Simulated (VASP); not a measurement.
A run of VASP 6.6.1 is set up as follows.

Contents of INCAR:

```
SYSTEM = HfSiO4
PREC = Accurate
ENCUT = 520
EDIFF = 1E-6
ISMEAR = 0
SIGMA = 0.01
LREAL = .False.
LASPH = .True.
NELM = 100
ALGO = Normal
ISIF = 2
LWAVE = .False.
LCHARG = .False.
GGA = PE
NBANDS = 28
```

Contents of KPOINTS:

```
Automatic mesh
0
Gamma
  10 10 10
  0 0 0
```

File POSCAR:

```
HfSiO4
1.0
    0.0000000000      3.4559562281      3.4559562281
    3.4559562281      0.0000000000      3.4559562281
    3.4559562281      3.4559562281      0.0000000000
Hf Si O
1 1 4
Direct
    0.5000000000      0.5000000000      0.5000000000
    0.0000000000      0.0000000000      0.0000000000
    0.3968521148      0.8677159617      0.8677159617
    0.8677159617      0.8677159617      0.8677159617
    0.8677159617      0.8677159617      0.3968521148
    0.8677159617      0.3968521148      0.8677159617
```

Potentials or basis: VASP PAW PBE potentials, release 64 (Hf_pv, Si, O).

The run is started by

```bash
$ cat potpaw_PBE.64/Hf_pv/POTCAR potpaw_PBE.64/Si/POTCAR potpaw_PBE.64/O/POTCAR > POTCAR
$ mpirun -np 1 vasp_std > vasp.out
```

(1) What does it give for the pressure?

(2) What does it give for the band gap on the k mesh?

Results:

(1) 0.1 GPa.

(2) 0.13 eV (least direct gap 0.15 eV).

Caveat: spin-orbit coupling is left out, which moves the levels of the heavy elements.
